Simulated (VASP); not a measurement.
# Rh (Fm-3m) in VASP: further runs

The runs below take Rh through single point, with LDA.

Program: VASP 6.6.1. These are calculated values, not measurements. Logs are shortened: lines on timing, memory, paths and dates and some standing lists are left out, and cuts for length are marked.

### Step 1. The cell of the first run

It takes space group Fm-3m (No. 225, cubic). The conventional cell has a = 3.755 Å, b = 3.755 Å, c = 3.755 Å, α = 90.00°, β = 90.00°, γ = 90.00°. Within 3.5 Å of Rh (site symmetry m-3m) lie 12 Rh at 2.66 Å.

### Step 2. Single point, LDA

Contents of INCAR:

```
SYSTEM = Rh
  ALGO = Normal
  EDIFF = 1E-7
  ENCUT = 520
  GGA = CA
  ISIF = 2
  ISMEAR = -1
  LASPH = .True.
  LCHARG = .False.
  LREAL = .False.
  LWAVE = .False.
  NBANDS = 14
  NELM = 60
  PREC = Accurate
  SIGMA = 0.1
```

Contents of KPOINTS:

```
k-points
0
Gamma
  2 2 2
  0 0 0
```

Contents of POSCAR:

```
Rh
1.0
    0.0000000000      1.8776226225      1.8776226225
    1.8776226225      0.0000000000      1.8776226225
    1.8776226225      1.8776226225      0.0000000000
Rh
1
Direct
    0.0000000000      0.0000000000      0.0000000000
```

Potentials or basis: VASP PAW LDA potentials, release 64 (Rh_pv).

Started as:

```bash
cat potpaw_LDA.64/Rh_pv/POTCAR > POTCAR
mpirun -np 1 vasp_std > vasp.out
```

OUTCAR:

```text
SYSTEM = Rh
   EDIFF = 1E-7
   ENCUT = 520
   GGA = CA
   ISIF = 2
   ISMEAR = -1
   LASPH = .True.
   LREAL = .False.
   NELM = 60
   PREC = Accurate

 ion  position               nearest neighbor table
   1  0.000  0.000  0.000-

  LATTYP: Found a face centered cubic cell.
 ALAT       =     3.7552452450

  Lattice vectors:

 A1 = (   0.0000000000,   1.8776226225,   1.8776226225)
 A2 = (   1.8776226225,   0.0000000000,   1.8776226225)
 A3 = (   1.8776226225,   1.8776226225,   0.0000000000)

Analysis of symmetry for initial positions (statically):
=====================================================================
 Subroutine PRICEL returns:
 Original cell was already a primitive cell.

 Routine SETGRP: Setting up the symmetry group for a
 face centered cubic supercell.

 Subroutine GETGRP returns: Found 48 space group operations
[... 9 lines left out ...]

 Routine SETGRP: Setting up the symmetry group for a
 face centered cubic supercell.

 Subroutine GETGRP returns: Found 48 space group operations
[... 11 lines left out ...]
                                     Primitive cell

  volume of cell :      13.2390

  direct lattice vectors                    reciprocal lattice vectors
     0.000000000  1.877622622  1.877622622    -0.266294192  0.266294192  0.266294192
     1.877622622  0.000000000  1.877622622     0.266294192 -0.266294192  0.266294192
     1.877622622  1.877622622  0.000000000     0.266294192  0.266294192 -0.266294192

  length of vectors
     2.655359378  2.655359378  2.655359378     0.461235071  0.461235071  0.461235071

  position of ions in fractional coordinates (direct lattice)
     0.000000000  0.000000000  0.000000000

  ion indices of the primitive-cell ions
   primitive index   ion index
                 1           1

----------------------------------------------------------------------------------------

 KPOINTS: k-points

Automatic generation of k-mesh.
 Grid dimensions read from file:
 generate k-points for:    2    2    2

 Generating k-lattice:

  Cartesian coordinates                     Fractional coordinates (reciprocal lattice)
    -0.133147096  0.133147096  0.133147096     0.500000000  0.000000000  0.000000000
     0.133147096 -0.133147096  0.133147096     0.000000000  0.500000000  0.000000000
     0.133147096  0.133147096 -0.133147096     0.000000000  0.000000000  0.500000000

  Length of vectors
     0.230617536  0.230617536  0.230617536

  Shift w.r.t. Gamma in fractional coordinates (k-lattice)
     0.000000000  0.000000000  0.000000000

 Subroutine IBZKPT returns following result:
 ===========================================

 Found      3 irreducible k-points:

 Following reciprocal coordinates:
            Coordinates               Weight
  0.000000  0.000000  0.000000      1.000000
  0.500000  0.000000  0.000000      4.000000
  0.500000  0.500000  0.000000      3.000000
   k-points           NKPTS =      3   k-points in BZ     NKDIM =      3   number of bands    NBANDS=     14
   number of dos      NEDOS =    301   number of ions     NIONS =      1
   total plane-waves  NPLWV =   8000
   dimension x,y,z NGX =    20 NGY =   20 NGZ =   20
   dimension x,y,z NGXF=    40 NGYF=   40 NGZF=   40
   ions per type =               1
   NGX,Y,Z   is equivalent  to a cutoff of  12.52, 12.52, 12.52 a.u.
   NGXF,Y,Z  is equivalent  to a cutoff of  25.04, 25.04, 25.04 a.u.
 SYSTEM =  Rh
   PREC   = accura    normal or accurate (medium, high low for compatibility)
   ISTART =      0    job   : 0-new  1-cont  2-samecut
   ICHARG =      2    charge: 1-file 2-atom 10-const
   ISPIN  =      1    spin polarized calculation?
   LNONCOLLINEAR =      F non collinear calculations
   LSORBIT =      F    spin-orbit coupling
   LASPH  =      T    aspherical Exc in radial PAW
   ENCUT  =  520.0 eV  38.22 Ry    6.18 a.u.   4.94  4.94  4.94*2*pi/ulx,y,z
   NELM   =     60;   NELMIN=  2; NELMDL= -5     # of ELM steps
   EDIFF  = 0.1E-06   stopping-criterion for ELM
   LREAL  =      F    real-space projection
   EDIFFG = 0.1E-05   stopping-criterion for IOM
   NSW    =      0    number of steps for IOM
   IBRION =     -1    ionic relax: 0-MD 1-quasi-New 2-CG
[... 8 lines left out ...]
   EMIN   =  10.00;   EMAX   =-10.00  energy-range for DOS
   EFERMI =   0.00;   METHOD = LEGACY
   ISMEAR =    -1;   SIGMA  =   0.10  broadening in eV -4-tet -1-fermi 0-gaus
   EFERMI_NEDOS =   21; number of points for ismear=-14 and -15
   IALGO  =     38    algorithm
   IMIX   =      4    mixing-type and parameters
     AMIX     =   0.40;   BMIX     =  1.00
     AMIX_MAG =   1.60;   BMIX_MAG =  1.00
  volume/ion in A,a.u.               =      13.24        89.34
  Fermi-wavevector in a.u.,A,eV,Ry     =   1.706686  3.225169 39.630735  2.912777
  Thomas-Fermi vector in A             =   2.785677
   LORBIT       =      0    0 simple, 1 ext, 2 COOP (PROOUT), +10 PAW based schemes
   GGA     = CA    functional components
   LHFCALC =     F    Hartree Fock is set to
   AEXX    =    0.0000 exact exchange contribution
   IVDW    =     0    specifies the selected vdW correction
   LEPSILON=     F    determine dielectric tensor
   LRPA    =     F    only Hartree local field effects (RPA)
 non-spin polarized calculation
  energy-cutoff  :      520.00
  volume of cell :       13.24
 maximum number of plane-waves:       368
 NGX is ok and might be reduce to    20
   NGX =  9   NGY =  9   NGZ =  9

 number of electron      15.0000002 magnetization

 Free energy of the ion-electron system (eV)
  ---------------------------------------------------
  ext. energy  EPLUGINS =         0.00000000
  ---------------------------------------------------
  free energy    TOTEN  =        -4.81859122 eV

  energy without entropy =       -4.59053871  energy(sigma->0) =       -4.70456496

 E-fermi :  13.3263     XC(G=0): -14.5877

 val. band max:       13.2668836212   @ k =   0.5000   0.5000   0.0000
 cond. band min:      13.5957785820   @ k =   0.5000   0.5000   0.0000
 fundamental gap:      0.3288949608
 Fermi energy:        13.3263429965

 k-point     1 :       0.0000    0.0000    0.0000
  band No.  band energies     occupation
      1     -33.5646      2.00000
      2     -33.5646      2.00000
      3     -33.5646      2.00000
      4       4.1103      2.00000
      5       9.1855      2.00000
      6       9.1855      2.00000
      7       9.1855      2.00000
      8      11.5902      2.00000
      9      11.5902      2.00000
     10      28.1530      0.00000
     11      33.1616      0.00000
     12      34.0342      0.00000
     13      34.0342      0.00000
     14      34.0342      0.00000

 k-point     2 :       0.5000    0.0000    0.0000
  band No.  band energies     occupation
      1     -34.4286      2.00000
      2     -33.6833      2.00000
      3     -33.6833      2.00000
      4       5.9270      2.00000
      5       9.1812      2.00000
      6       9.1812      2.00000
      7      13.1212      1.77211
      8      13.2067      1.53567
      9      13.2067      1.53566
     10      21.4849      0.00000
     11      27.8396      0.00000
     12      33.1622      0.00000
     13      33.8659      0.00000
     14      33.8659      0.00000

 k-point     3 :       0.5000    0.5000    0.0000
  band No.  band energies     occupation
      1     -34.3779      2.00000
      2     -33.8803      2.00000
      3     -33.8803      2.00000
      4       5.8587      2.00000
      5       6.0923      2.00000
      6      13.2669      1.28884
      7      13.5958      0.12661
      8      13.5958      0.12661
      9      15.6300      0.00000
     10      25.3071      0.00000
     11      25.8698      0.00000
     12      25.8698      0.00000
     13      33.1573      0.00000
     14      36.1281      0.00000

------------------------ aborting loop because EDIFF is reached ----------------------------------------

  FORCE on cell =-STRESS in cart. coord.  units (eV):
  Direction    XX          YY          ZZ          XY          YZ          ZX
  --------------------------------------------------------------------------------------
  -------------------------------------------------------------------------------------
  Total        5.3044299      5.3044299      5.3044299      0.0000000     -0.0000000      0.0000000
  in kB      641.9399096    641.9399096    641.9399096      0.0000000     -0.0000000      0.0000000
  external PRESSURE =     641.9399096 kB  Pullay stress =       0.0000000 kB

 VOLUME and BASIS-vectors are now :
 -----------------------------------------------------------------------------
  energy-cutoff  :      520.00
  volume of cell :       13.24
      direct lattice vectors                 reciprocal lattice vectors
     0.000000000  1.877622622  1.877622622    -0.266294192  0.266294192  0.266294192
     1.877622622  0.000000000  1.877622622     0.266294192 -0.266294192  0.266294192
     1.877622622  1.877622622  0.000000000     0.266294192  0.266294192 -0.266294192

 POSITION                                       TOTAL-FORCE (eV/Angst)
 -----------------------------------------------------------------------------------
      0.00000      0.00000      0.00000         0.000000     -0.000000      0.000000
 -----------------------------------------------------------------------------------
    total drift:                                0.000000      0.000000      0.000000

  FREE ENERGIE OF THE ION-ELECTRON SYSTEM (eV)
  ---------------------------------------------------
  free  energy   TOTEN  =        -4.8185912202 eV

  energy  without entropy=       -4.5905387094  energy(sigma->0) =       -4.70456496
```

It took 1.5 s on 1 thread of Intel Xeon 6975P-C (Granite Rapids), shared host; peak memory 0.11 GiB.

Results:

| Quantity | Value |
| --- | --- |
| Free energy | -4.8186 eV |
| Pressure | 64.2 GPa |

Caveat: the k points lie up to 1.45 Å⁻¹ apart.

### Step 3. Single point, LDA

Contents of INCAR:

```
SYSTEM = Rh
ALGO = Normal
EDIFF = 1E-7
ENCUT = 520
ISIF = 2
ISMEAR = -1
LASPH = .True.
LCHARG = .True.
LELF = .True.
LREAL = .False.
LVHAR = .True.
LWAVE = .False.
NBANDS = 14
NELM = 80
PREC = Accurate
SIGMA = 0.1
```

Contents of KPOINTS:

```
k-points
0
Gamma
  4 4 4
  0 0 0
```

POSCAR is that of step 2.

Potentials or basis: VASP PAW LDA potentials, release 64 (Rh_pv).

Started as:

```bash
cat potpaw_LDA.64/Rh_pv/POTCAR > POTCAR
mpirun -np 1 vasp_std > vasp.out
```

Wall time 1.7 s (1 thread of Intel Xeon 6975P-C (Granite Rapids), shared host); peak memory 0.11 GiB.

Results (log left out):

| Quantity | Value |
| --- | --- |
| Free energy | -9.1493 eV |
| Pressure | -7.3 GPa |

Levels at points of the mesh, in eV from the Fermi level:
```csv
k point,band 4,band 5,band 6,band 7,band 8,band 9,band 10,band 11
"(0.00, 0.00, 0.00)",-8.47,-3.41,-3.41,-3.41,-1.15,-1.15,15.76,20.19
"(0.50, 0.00, 0.00)",-6.63,-3.49,-3.49,0.49,0.52,0.52,8.86,15.28
"(0.50, 0.50, 0.00)",-6.85,-6.46,0.50,0.96,0.96,3.10,12.60,13.27
```

Caveat: the k points lie up to 0.72 Å⁻¹ apart.
